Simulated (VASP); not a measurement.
# CdF2: single point with r2SCAN

The system is CdF2.

```
CELL_PARAMETERS angstrom
0.00000 2.69400 2.69400
2.69400 0.00000 2.69400
2.69400 2.69400 0.00000
ATOMIC_POSITIONS crystal
Cd 0.00000 0.00000 0.00000
F 0.75000 0.75000 0.75000
F 0.25000 0.25000 0.25000
```

```json
{
 "Program": "VASP 6.6.1",
 "Task": "single point",
 "Functional": "r2SCAN",
 "Potentials or basis": "VASP PAW PBE potentials, release 64 (Cd_sv_GW, F)",
 "Cutoff": "660 eV",
 "k mesh": "8 × 8 × 8",
 "Occupations": "gaussian, width 0.01 eV",
 "Spin": "no spin polarisation",
 "Dipole correction": "no",
 "Second run": "valence_matched",
 "Further INCAR settings": "ALGO = Normal; EDIFF = 1e-06; NBANDS = 24"
}
```

```yaml
Pressure: -0.5 GPa
Band_gap_on_the_k_mesh: 3.79 eV, indirect (least direct gap 4.30 eV)
```

Levels at points of the mesh, in eV from the valence-band top:
```tsv
k point	band 13	band 14	band 15	band 16	band 17	band 18	band 19	band 20	band 21	band 22
(0.00, 0.00, 0.00)	-0.99	-0.99	-0.52	-0.52	-0.52	3.79	13.61	13.61	13.61	17.94
(0.50, 0.00, 0.00)	-2.28	-1.85	-1.85	-0.41	-0.41	8.02	9.70	15.61	15.61	18.99
(0.50, 0.50, 0.00)	-2.96	-2.96	-0.52	-0.09	-0.09	8.91	10.58	12.21	15.30	15.30
```

It took 110 s on 1 thread of Intel(R) Xeon(R) Platinum 8375C CPU @ 2.90GHz (Ice Lake), on a shared host, peak memory 0.22 GiB.

Caveat: the PAW data sets were made with another functional, which shifts forces and pressure a little. r2SCAN opens gaps a little over a GGA but as a rule still falls short of measured ones.
